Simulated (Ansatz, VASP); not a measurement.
**Two plane-wave programs on RbAu2**

Contents of INCAR:

```
PREC = Accurate
ENCUT = 520
EDIFF = 1E-6
ISMEAR = 0
SIGMA = 0.1
LREAL = False
LASPH = True
NELM = 100
ALGO = Normal
ISIF = 2
LWAVE = False
LCHARG = True
GGA = PE
LELF = True
LVHAR = True
NBANDS = 22
```

File KPOINTS:

```
Automatic mesh
0
Gamma
  6 6 2
```

The input POSCAR:

```
RbAu2
1.0
    4.0740129600      0.0000000000      0.0000000000
   -2.0370064800      3.5281987200      0.0000000000
    0.0000000000      0.0000000000      8.5739266600
Rb Au
1 2
Direct
    0.0000000000      0.0000000000      0.5000000000
    0.3333333300      0.6666666700      0.8693301700
    0.6666666700      0.3333333300      0.1306698300
```

Input for Ansatz:

```yaml
crystal:
  lattice:
    - [4.07401296, 0.0, 0.0]
    - [-2.03700648, 3.52819872, 0.0]
    - [0.0, 0.0, 8.57392666]
  atoms:
    - { symbol: Rb, position: [0.0, 0.0, 0.5] }
    - { symbol: Au, position: [0.33333333, 0.66666667, 0.86933017] }
    - { symbol: Au, position: [0.66666667, 0.33333333, 0.13066983] }
basis:
  ecutwfc: 420
kpoints:
  mp_grid: { grid: [6, 6, 2] }
hamiltonian:
  xc: pbe
scf:
  occupations: { method: gaussian, width: 0.1 }
  lower_state_search: "off"
output:
  forces: true
  stress: true
  eigenvalues: true
```

Alike in both runs: task single point; functional PBE; k mesh 6 × 6 × 2; occupations gaussian, width 0.1 eV; no spin polarisation.

|  | VASP | Ansatz |
| --- | --- | --- |
| version | VASP 6.6.1 | Ansatz 0.2.0 |
| potentials or method | VASP PAW PBE potentials, release 64 (Rb_sv, Au), cutoff 520 eV | scalar-relativistic, plane waves, PAW |
| valence electrons in the cell | 31 | 47 |

|  | VASP | Ansatz | Ansatz less VASP |
| --- | --- | --- | --- |
| gap on the k mesh at the Fermi level (eV) | none | none | - |
| pressure (GPa) | -4.6 | -4.6 | 0.00 |
| traceless stress, the component that is largest in VASP (GPa) | -3.40 | -3.39 | +0.012 |
| rms of the force components (eV/Å) | 0.263 | 0.265 | +0.0015 |

Atom by atom the forces differ by 0.002 eV/Å (rms over components). A gap of «none» marks a metal or a gap that the smearing closes. VASP's potentials hold 31 valence electrons a cell and Ansatz's 47, so a difference there can come from the potentials and not from the codes.

The k mesh is coarse, so the values compare programs but aren't converged. Neither program's run includes spin-orbit coupling.
